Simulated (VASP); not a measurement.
GaSb (qe600), 2 atoms in the cell. The structure is cubic, space group F-43m (No. 216). The conventional cell has a = 6.047 Å, b = 6.047 Å, c = 6.047 Å, α = 90.00°, β = 90.00°, γ = 90.00°. Within 3.5 Å of Ga (site symmetry -43m) lie 4 Sb at 2.62 Å. Within 3.5 Å of Sb (site symmetry -43m) lie 4 Ga at 2.62 Å. 

* Program: VASP 6.6.1
* Task: single point
* Functional: LDA
* Potentials or basis: VASP PAW LDA potentials, release 64 (Ga_d, Sb)
* Cutoff: 520 eV
* k mesh: 8 × 8 × 8
* Occupations: gaussian, width 0.01 eV
* Spin: no spin polarisation
* Dipole correction: no
* Further INCAR settings: ALGO = Normal; EDIFF = 1e-07; NBANDS = 16

Potentials or basis: VASP PAW LDA potentials, release 64 (Ga_d, Sb).

Command:

```bash
$ cat potpaw_LDA.64/Ga_d/POTCAR potpaw_LDA.64/Sb/POTCAR > POTCAR
$ mpirun -np 1 vasp_std > vasp.out
```

Hardware: 1 thread of Intel Xeon 6975P-C, with other jobs on the host.

**Question.** How long does it take, and how much memory?

**Answer.** Wall time 13 s on 1 thread of Intel Xeon 6975P-C, on a shared host, peak memory 0.17 GiB. Counts: scf iterations 12, k points 29.
